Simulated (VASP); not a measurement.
# MnSn3 (Fm-3m) in VASP: further runs

The runs below take MnSn3 through single point, with PBE, r2SCAN.

Everything below comes from runs of VASP 6.6.1. Logs are shortened: lines on timing, memory, paths and dates and some standing lists are left out, and cuts for length are marked.

**1. The cell of the first run**

It takes space group Fm-3m (No. 225, cubic). Conventional cell: a = 7.044 Å, b = 7.044 Å, c = 7.044 Å, α = 90.00°, β = 90.00°, γ = 90.00°. Within 4.0 Å of Sn (site symmetry -43m) lie 10 Sn at 3.05 to 3.52 Å and 4 Mn at 3.05 Å. Sn (site symmetry m-3m) has 8 Sn at 3.05 Å and 6 Mn at 3.52 Å within 4.0 Å. Mn (site symmetry m-3m) has 14 Sn at 3.05 to 3.52 Å within 4.0 Å.

**2. Single point, PBE**

The input, INCAR:

```
  ALGO = Fast
  EDIFF = 1E-6
  ENCUT = 520
  GGA = PE
  ISIF = 2
  ISMEAR = 0
  LASPH = True
  LCHARG = False
  LREAL = False
  LWAVE = False
  NBANDS = 36
  NELM = 60
  PREC = Accurate
  SIGMA = 0.1
```

The input, KPOINTS:

```
k-points
0
Gamma
  10 10 10
```

The input, POSCAR:

```
MnSn3
1.0
    0.0000000000      3.5220257693      3.5220257693
    3.5220257693      0.0000000000      3.5220257693
    3.5220257693      3.5220257693      0.0000000000
Sn Mn
3 1
Direct
    0.2500000000      0.2500000000      0.2500000000
    0.7500000000      0.7500000000      0.7500000000
    0.5000000000      0.5000000000      0.5000000000
    0.0000000000      0.0000000000      0.0000000000
```

Potentials or basis: VASP PAW PBE potentials, release 64 (Sn_d, Mn_pv).

Started as:

```bash
$ cat potpaw_PBE.64/Sn_d/POTCAR potpaw_PBE.64/Mn_pv/POTCAR > POTCAR
$ mpirun -np 1 vasp_std > vasp.out
```

OUTCAR:

```text
EDIFF = 1E-6
   ENCUT = 520
   GGA = PE
   ISIF = 2
   ISMEAR = 0
   LASPH = True
   LREAL = False
   NELM = 60
   PREC = Accurate

 ion  position               nearest neighbor table
   1  0.250  0.250  0.250-   4 3.05   4 3.05   4 3.05   3 3.05   3 3.05   3 3.05   4 3.05   3 3.05
                             2 3.52   2 3.52   2 3.52   2 3.52   2 3.52   2 3.52
   2  0.750  0.750  0.750-   3 3.05   3 3.05   3 3.05   4 3.05   4 3.05   4 3.05   4 3.05   3 3.05
                             1 3.52   1 3.52   1 3.52   1 3.52   1 3.52   1 3.52
   3  0.500  0.500  0.500-   1 3.05   1 3.05   1 3.05   2 3.05   2 3.05   2 3.05   2 3.05   1 3.05

   4  0.000  0.000  0.000-   2 3.05   2 3.05   2 3.05   1 3.05   1 3.05   1 3.05   2 3.05   1 3.05

  LATTYP: Found a face centered cubic cell.
 ALAT       =     7.0440515386

  Lattice vectors:

 A1 = (   0.0000000000,   3.5220257693,   3.5220257693)
 A2 = (   3.5220257693,   0.0000000000,   3.5220257693)
 A3 = (   3.5220257693,   3.5220257693,   0.0000000000)

Analysis of symmetry for initial positions (statically):
=====================================================================
 Subroutine PRICEL returns:
 Original cell was already a primitive cell.

 Routine SETGRP: Setting up the symmetry group for a
 face centered cubic supercell.

 Subroutine GETGRP returns: Found 48 space group operations
 (whereof 48 operations were pure point group operations)
 out of a pool of 48 trial point group operations.

The static configuration has the point symmetry O_h .

Analysis of symmetry for dynamics (positions and initial velocities):
=====================================================================
 Subroutine PRICEL returns:
 Original cell was already a primitive cell.

 Routine SETGRP: Setting up the symmetry group for a
 face centered cubic supercell.

 Subroutine GETGRP returns: Found 48 space group operations
 (whereof 48 operations were pure point group operations)
 out of a pool of 48 trial point group operations.

The dynamic configuration has the point symmetry O_h .

 Subroutine INISYM returns: Found 48 space group operations
 (whereof 48 operations are pure point group operations),
 and found     1 'primitive' translations

----------------------------------------------------------------------------------------

                                     Primitive cell

  volume of cell :      87.3791

  direct lattice vectors                    reciprocal lattice vectors
     0.000000000  3.522025769  3.522025769    -0.141963754  0.141963754  0.141963754
     3.522025769  0.000000000  3.522025769     0.141963754 -0.141963754  0.141963754
     3.522025769  3.522025769  0.000000000     0.141963754  0.141963754 -0.141963754

  length of vectors
     4.980896610  4.980896610  4.980896610     0.245888435  0.245888435  0.245888435

  position of ions in fractional coordinates (direct lattice)
     0.250000000  0.250000000  0.250000000
     0.750000000  0.750000000  0.750000000
     0.500000000  0.500000000  0.500000000
     0.000000000  0.000000000  0.000000000

  ion indices of the primitive-cell ions
   primitive index   ion index
                 1           1
                 2           2
                 3           3
                 4           4

----------------------------------------------------------------------------------------

 KPOINTS: k-points

Automatic generation of k-mesh.
 Grid dimensions read from file:
 generate k-points for:   10   10   10

 Generating k-lattice:

  Cartesian coordinates                     Fractional coordinates (reciprocal lattice)
    -0.014196375  0.014196375  0.014196375     0.100000000  0.000000000  0.000000000
     0.014196375 -0.014196375  0.014196375     0.000000000  0.100000000  0.000000000
     0.014196375  0.014196375 -0.014196375     0.000000000  0.000000000  0.100000000

  Length of vectors
     0.024588843  0.024588843  0.024588843

  Shift w.r.t. Gamma in fractional coordinates (k-lattice)
     0.000000000  0.000000000  0.000000000

 Subroutine IBZKPT returns following result:
[... 51 lines left out ...]
  band No.  band energies     occupation
      1     -38.4228      2.00000
      2     -38.4228      2.00000
      3     -38.4228      2.00000
      4     -12.6582      2.00000
      5     -12.6582      2.00000
      6     -12.6582      2.00000
[... 28 lines left out ...]
     35      10.8504      0.00000
     36      13.4839      0.00000

 k-point     2 :       0.1000    0.0000    0.0000
  band No.  band energies     occupation
      1     -38.4228      2.00000
      2     -38.4228      2.00000
      3     -38.4228      2.00000
      4     -12.6606      2.00000
      5     -12.6606      2.00000
      6     -12.6588      2.00000
[... 28 lines left out ...]
     35      11.3618      0.00000
     36      14.0803      0.00000

 k-point     3 :       0.2000    0.0000    0.0000
  band No.  band energies     occupation
      1     -38.4228      2.00000
      2     -38.4228      2.00000
      3     -38.4228      2.00000
      4     -12.6671      2.00000
      5     -12.6671      2.00000
      6     -12.6592      2.00000
[... 28 lines left out ...]
     35      12.2850      0.00000
     36      15.4677      0.00000

 k-point     4 :       0.3000    0.0000    0.0000
  band No.  band energies     occupation
      1     -38.4228      2.00000
      2     -38.4228      2.00000
      3     -38.4228      2.00000
      4     -12.6748      2.00000
      5     -12.6748      2.00000
      6     -12.6571      2.00000
[... 28 lines left out ...]
     35      13.8785      0.00000
     36      16.4017      0.00000

 k-point     5 :       0.4000    0.0000    0.0000
  band No.  band energies     occupation
      1     -38.4229      2.00000
      2     -38.4228      2.00000
      3     -38.4228      2.00000
      4     -12.6810      2.00000
      5     -12.6810      2.00000
      6     -12.6529      2.00000
[... 655 lines left out ...]
 k-point    22 :      -0.2000    0.2000    0.0000
  band No.  band energies     occupation
      1     -38.4228      2.00000
      2     -38.4228      2.00000
      3     -38.4228      2.00000
      4     -12.6773      2.00000
      5     -12.6739      2.00000
      6     -12.6588      2.00000
[... 28 lines left out ...]
     35      14.4682      0.00000
     36      15.0381      0.00000

 k-point    23 :       0.3000    0.3000    0.0000
  band No.  band energies     occupation
      1     -38.4228      2.00000
      2     -38.4228      2.00000
      3     -38.4228      2.00000
      4     -12.6841      2.00000
      5     -12.6841      2.00000
      6     -12.6421      2.00000
[... 28 lines left out ...]
     35      14.3551      0.00000
     36      15.3740      0.00000

 k-point    24 :       0.4000    0.3000    0.0000
  band No.  band energies     occupation
      1     -38.4229      2.00000
      2     -38.4228      2.00000
      3     -38.4228      2.00000
      4     -12.6878      2.00000
      5     -12.6861      2.00000
      6     -12.6421      2.00000
[... 28 lines left out ...]
     35      14.8462      0.00000
     36      15.4137      0.00000

 [... further k-points ...]
[... 5 lines left out ...]
  --------------------------------------------------------------------------------------
  -------------------------------------------------------------------------------------
  Total       -0.0206701     -0.0206701     -0.0206701     -0.0000000      0.0000000      0.0000000
  in kB       -0.3790052     -0.3790052     -0.3790052     -0.0000000      0.0000000      0.0000000
  external PRESSURE =      -0.3790052 kB  Pullay stress =       0.0000000 kB

 VOLUME and BASIS-vectors are now :
 -----------------------------------------------------------------------------
  energy-cutoff  :      520.00
  volume of cell :       87.38
      direct lattice vectors                 reciprocal lattice vectors
     0.000000000  3.522025769  3.522025769    -0.141963754  0.141963754  0.141963754
     3.522025769  0.000000000  3.522025769     0.141963754 -0.141963754  0.141963754
     3.522025769  3.522025769  0.000000000     0.141963754  0.141963754 -0.141963754

 POSITION                                       TOTAL-FORCE (eV/Angst)
 -----------------------------------------------------------------------------------
      1.76101      1.76101      1.76101        -0.000000     -0.000000     -0.000000
      5.28304      5.28304      5.28304         0.000000      0.000000      0.000000
      3.52203      3.52203      3.52203         0.000000      0.000000      0.000000
      0.00000      0.00000      0.00000         0.000000      0.000000      0.000000
 -----------------------------------------------------------------------------------
    total drift:                               -0.000000      0.000000      0.000000

  FREE ENERGIE OF THE ION-ELECTRON SYSTEM (eV)
  ---------------------------------------------------
  free  energy   TOTEN  =       -17.7718361072 eV

  energy  without entropy=      -17.7285718162  energy(sigma->0) =      -17.75020396
```

Run time: 4.1 min. Hardware: 1 thread of Intel Xeon Platinum 8375C at 2.90GHz (Ice Lake), shared host; peak memory 0.31 GiB.

Results:

```
Free energy            : -17.7718 eV
Pressure               : 0.0 GPa
Band gap on the k mesh : zero (an odd number of electrons rules out a gap without spin polarisation)
```

Levels at points of the mesh, in eV from the Fermi level:
| k point | band 24 | band 25 | band 26 | band 27 | band 28 | band 29 | band 30 | band 31 |
| --- | --- | --- | --- | --- | --- | --- | --- | --- |
| (0.00, 0.00, 0.00) | -2.32 | -0.86 | -0.86 | -0.86 | -0.37 | -0.37 | 1.58 | 1.58 |
| (0.50, 0.00, 0.00) | -1.57 | -0.86 | -0.86 | -0.38 | -0.38 | 0.86 | 0.86 | 0.86 |
| (0.50, 0.50, 0.00) | -2.42 | -0.42 | -0.42 | -0.21 | 0.14 | 0.56 | 4.22 | 4.34 |

Caveat: spin-orbit coupling is left out, which moves the levels of the heavy elements; the run has no spin polarisation, though such a crystal can be magnetic. Spin polarisation is off, so any magnetic state and its effect on volume and gap are missing.

**3. Single point, PBE**

This run uses another cell than the first one, of 24.68 Å³/atom.

The input, INCAR:

```
ALGO     = Fast           # electronic algorithm
EDIFF    = 1E-6           # SCF threshold, eV
ENCUT    = 520            # plane-wave cutoff, eV
GGA      = PE             # functional
ISIF     = 2              # what is computed and relaxed
ISMEAR   = 0              # smearing method
LASPH    = T              # aspherical terms in the spheres
LCHARG   = F              # write CHGCAR
LREAL    = F              # projectors in reciprocal space
LWAVE    = F              # write WAVECAR
NBANDS   = 36             # bands
NELM     = 80             # most SCF steps
PREC     = Accurate       # precision mode
SIGMA    = 0.1            # smearing width, eV
```

KPOINTS is that of step 2.

The input, POSCAR:

```
MnSn3
1.0
    0.0000000000      3.6684432068      3.6684432068
    3.6684432068      0.0000000000      3.6684432068
    3.6684432068      3.6684432068      0.0000000000
Sn Mn
3 1
Direct
    0.2500000000      0.2500000000      0.2500000000
    0.7500000000      0.7500000000      0.7500000000
    0.5000000000      0.5000000000      0.5000000000
    0.0000000000      0.0000000000      0.0000000000
```

Potentials or basis: VASP PAW PBE potentials, release 64 (Sn_d, Mn_pv).

Started as:

```bash
$ cat potpaw_PBE.64/Sn_d/POTCAR potpaw_PBE.64/Mn_pv/POTCAR > POTCAR
$ mpirun -np 1 vasp_std > vasp.out
```

Run time: 4.2 min. Hardware: 1 thread of Intel Xeon Platinum 8375C at 2.90GHz (Ice Lake), shared host; peak memory 0.33 GiB.

The run converged. Its results:

* Free energy: -17.5187 eV
* Pressure: -6.5 GPa
* Band gap on the k mesh: zero (an odd number of electrons rules out a gap without spin polarisation)

Levels at points of the mesh, in eV from the Fermi level:
```csv
k point,band 23,band 24,band 25,band 26,band 27,band 28,band 29,band 30,band 31,band 32
"(0.00, 0.00, 0.00)",-1.97,-1.97,-0.71,-0.71,-0.71,-0.28,-0.28,1.37,1.37,1.37
"(0.50, 0.00, 0.00)",-2.55,-1.54,-0.68,-0.68,-0.30,-0.30,0.59,0.72,0.72,2.91
"(0.50, 0.50, 0.00)",-3.71,-2.31,-0.35,-0.35,-0.15,0.08,0.41,3.46,3.84,3.84
```

Caveat: the cell stands under tension; spin-orbit coupling is left out, which moves the levels of the heavy elements; the run has no spin polarisation, though such a crystal can be magnetic.

**4. Single point, PBE, collinear spin, ferromagnetic start**

This run uses another cell than the first one, of 24.44 Å³/atom.

The input, INCAR:

```
SYSTEM = MnSn3
ALGO     = Normal         ! electronic algorithm
EDIFF    = 1E-6           ! SCF threshold, eV
ENCUT    = 520            ! plane-wave cutoff, eV
GGA      = PE             ! functional
ISIF     = 2              ! what is computed and relaxed
ISMEAR   = 0              ! smearing method
ISPIN    = 2              ! spin polarisation
LASPH    = .TRUE.         ! aspherical terms in the spheres
LCHARG   = .TRUE.         ! write CHGCAR
LELF     = .TRUE.         ! ELF
LMAXMIX  = 4              ! l up to which the mixer works
LORBIT   = 11             ! projections on sites
LREAL    = .FALSE.        ! projectors in reciprocal space
LVHAR    = .TRUE.       
LWAVE    = .FALSE.        ! write WAVECAR
MAGMOM   = 0 0 0 3.63     ! initial moments
NBANDS   = 40             ! bands
NELM     = 150            ! most SCF steps
PREC     = Accurate       ! precision mode
SIGMA    = 0.1            ! smearing width, eV
```

The input, KPOINTS:

```
k-points
0
G
  6 6 6
  0 0 0
```

The input, POSCAR:

```
MnSn3
1.0
    0.0000000000      3.6564224607      3.6564224607
    3.6564224607      0.0000000000      3.6564224607
    3.6564224607      3.6564224607      0.0000000000
Sn Mn
3 1
Direct
    0.2500000000      0.2500000000      0.2500000000
    0.7500000000      0.7500000000      0.7500000000
    0.5000000000      0.5000000000      0.5000000000
    0.0000000000      0.0000000000      0.0000000000
```

Started as:

```bash
$ cat potpaw_PBE.64/Sn_d/POTCAR potpaw_PBE.64/Mn_pv/POTCAR > POTCAR
$ mpirun -np 1 vasp_std > vasp.out
```

Wall time 3.1 min (1 thread of Intel Xeon Platinum 8375C at 2.90GHz (Ice Lake), shared host); peak memory 0.33 GiB.

The run converged. Its results:

```
Free energy                                           : -19.1963 eV
Pressure                                              : 0.2 GPa
Net moment                                            : 3.81 μB per cell
Site moments                                          : Sn -0.09, -0.00 (each value once); Mn +3.88 μB
Valence electrons inside the program's atomic spheres : Sn 12.20, 12.21 (each value once); Mn 11.34
```

Levels at points of the mesh, in eV from the Fermi level:
Spin up:
| k point | band 25 | band 26 | band 27 | band 28 | band 29 | band 30 | band 31 | band 32 | band 33 | band 34 |
| --- | --- | --- | --- | --- | --- | --- | --- | --- | --- | --- |
| (0.00, 0.00, 0.00) | -2.94 | -2.94 | -1.10 | -1.10 | -1.10 | -0.22 | -0.22 | -0.22 | 1.14 | 1.14 |
| (0.50, 0.00, 0.00) | -2.87 | -2.87 | -1.30 | -1.28 | -1.28 | -1.24 | -1.24 | 2.48 | 3.03 | 4.29 |
| (0.50, 0.50, 0.00) | -2.88 | -2.83 | -2.83 | -2.63 | -2.16 | 3.15 | 3.35 | 3.35 | 4.12 | 4.12 |
Spin down:
```csv
k point,band 23,band 24,band 25,band 26,band 27,band 28,band 29,band 30
"(0.00, 0.00, 0.00)",-2.27,-2.27,-1.10,-1.10,-1.10,0.49,0.49,1.37
"(0.50, 0.00, 0.00)",-2.89,-1.83,-1.21,-1.21,0.28,0.28,1.24,1.57
"(0.50, 0.50, 0.00)",-4.23,-2.70,0.15,0.15,0.74,1.03,1.16,3.15
```

Caveat: spin-orbit coupling is left out, which moves the levels of the heavy elements.

**5. Single point, r2SCAN**

This run uses another cell than the first one, of 24.68 Å³/atom.

The input, POSCAR:

```
MnSn3
1.0
    0.0000000000      3.6684432068      3.6684432068
    3.6684432068      0.0000000000      3.6684432068
    3.6684432068      3.6684432068      0.0000000000
Sn Mn
3 1
Direct
    0.2500000000      0.2500000000      0.2500000000
    0.7500000000      0.7500000000      0.7500000000
    0.5000000000      0.5000000000      0.5000000000
    0.0000000000      0.0000000000      0.0000000000
```

The input, INCAR.step1:

```
SYSTEM = MnSn3
ALGO = Normal
EDIFF = 1E-4
ENCUT = 520
GGA = PE
ISMEAR = 0
LASPH = .TRUE.
LCHARG = .FALSE.
LREAL = .FALSE.
LWAVE = .TRUE.
NBANDS = 36
NELM = 80
PREC = Accurate
SIGMA = 0.1
```

The input, INCAR.step2:

```
SYSTEM = MnSn3
ALGO = Normal
EDIFF = 1E-6
ENCUT = 520
ISIF = 2
ISMEAR = 0
ISTART = 1
LASPH = .TRUE.
LCHARG = .TRUE.
LELF = .TRUE.
LMIXTAU = .TRUE.
LREAL = .FALSE.
LVHAR = .TRUE.
LWAVE = .FALSE.
METAGGA = R2SCAN
NBANDS = 36
NELM = 80
PREC = Accurate
SIGMA = 0.1
```

The input, KPOINTS:

```
k-points
0
G
  10 10 10
  0 0 0
```

Started as:

```bash
$ cat potpaw_PBE.64/Sn_d/POTCAR potpaw_PBE.64/Mn_pv/POTCAR > POTCAR
$ cp INCAR.step1 INCAR
$ mpirun -np 1 vasp_std > vasp.out
$ cp INCAR.step2 INCAR
$ mpirun -np 1 vasp_std > vasp.out
```

Run time: 21 min. Hardware: 1 thread of Intel Xeon Platinum 8375C at 2.90GHz (Ice Lake), shared host; peak memory 0.34 GiB.

Results (log left out):

```yaml
Free_energy: -84.6642 eV
Pressure: -8.3 GPa
Band_gap_on_the_k_mesh: zero (an odd number of electrons rules out a gap without spin polarisation)
```

Levels at points of the mesh, in eV from the Fermi level:
```csv
k point,band 23,band 24,band 25,band 26,band 27,band 28,band 29,band 30,band 31,band 32
"(0.00, 0.00, 0.00)",-2.16,-2.16,-0.81,-0.81,-0.81,-0.25,-0.25,1.37,1.37,1.37
"(0.50, 0.00, 0.00)",-2.75,-1.62,-0.81,-0.81,-0.35,-0.35,0.60,0.74,0.74,3.10
"(0.50, 0.50, 0.00)",-4.01,-2.43,-0.44,-0.44,-0.11,0.13,0.38,3.74,3.99,3.99
```

Caveat: the cell stands under tension; the PAW data sets were made with another functional, which shifts forces and pressure a little; spin-orbit coupling is left out, which moves the levels of the heavy elements; the run has no spin polarisation, though such a crystal can be magnetic.

**6. Summary**

```csv
level,spin,cell,k mesh,gap on the mesh (eV),pressure (GPa)
PBE,off,"a = 4.981 Å, angles 60.0°, 4 atoms",10 × 10 × 10,none,0.0
PBE,off,"a = 5.188 Å, angles 60.0°, 4 atoms",10 × 10 × 10,none,-6.5
PBE,"collinear, ferromagnetic start","a = 5.171 Å, angles 60.0°, 4 atoms",6 × 6 × 6,none,0.2
r2SCAN,off,"a = 5.188 Å, angles 60.0°, 4 atoms",10 × 10 × 10,none,-8.3
```

Alike in all rows: task single point; potentials or basis VASP PAW PBE potentials, release 64 (Sn_d, Mn_pv); cutoff (eV) 520; smearing gaussian 0.1 eV.

Caveats: spin-orbit coupling is left out, which moves the levels of the heavy elements; the cell stands under tension (at least some runs); the PAW data sets were made with another functional, which shifts forces and pressure a little (at least some runs).

Total energies depend on the potentials used, so only differences within one code and one set of settings carry meaning.
